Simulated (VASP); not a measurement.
Here is a VASP 6.6.1 calculation.

File INCAR:

```
  PREC = Accurate
  ENCUT = 520
  EDIFF = 1E-6
  ISMEAR = -1
  SIGMA = 0.02
  LREAL = False
  LASPH = True
  NELM = 80
  ALGO = Normal
  ISIF = 2
  LWAVE = False
  LCHARG = True
  GGA = PE
  LELF = True
  LVHAR = True
  NBANDS = 41
```

File KPOINTS:

```
Automatic mesh
0
Gamma
  6 6 6
```

POSCAR

```
In3BAs4
1.0
   -2.9281952097      2.9281952097      5.7612010198
    2.9281952097     -2.9281952097      5.7612010198
    2.9281952097      2.9281952097     -5.7612010198
B As In
1 4 3
Direct
    0.0000000000      0.0000000000      0.0000000000
    0.3166436230      0.3166436230      0.4148230065
    0.0981793835      0.6833563770      0.0000000000
    0.9018206165      0.9018206165      0.5851769935
    0.6833563770      0.0981793835      0.0000000000
    0.7500000000      0.2500000000      0.5000000000
    0.5000000000      0.5000000000      0.0000000000
    0.2500000000      0.7500000000      0.5000000000
```

Potentials or basis: VASP PAW PBE potentials, release 64 (B, As, In_d).

Launch:

```bash
$ cat potpaw_PBE.64/B/POTCAR potpaw_PBE.64/As/POTCAR potpaw_PBE.64/In_d/POTCAR > POTCAR
$ mpirun -np 1 vasp_std > vasp.out
```

Task: Predict the pressure.

Result: 0.1 GPa.

Task: What does it give for the band gap on the k mesh?

Result: Zero (filled and empty bands touch).

Task: Estimate the largest force.

Result: 0.019 eV/Å.

Forces on the atoms (eV/Å):
```
B    0.000  0.000  0.000
As   0.012  0.012  0.008
As  -0.012  0.012 -0.008
As  -0.012 -0.012  0.008
As   0.012 -0.012 -0.008
In   0.000  0.000  0.000
In   0.000  0.000  0.000
In   0.000  0.000  0.000
```

Caveat: semilocal functionals underestimate gaps, and a narrow one can read as zero; spin-orbit coupling is left out, which moves the levels of the heavy elements.
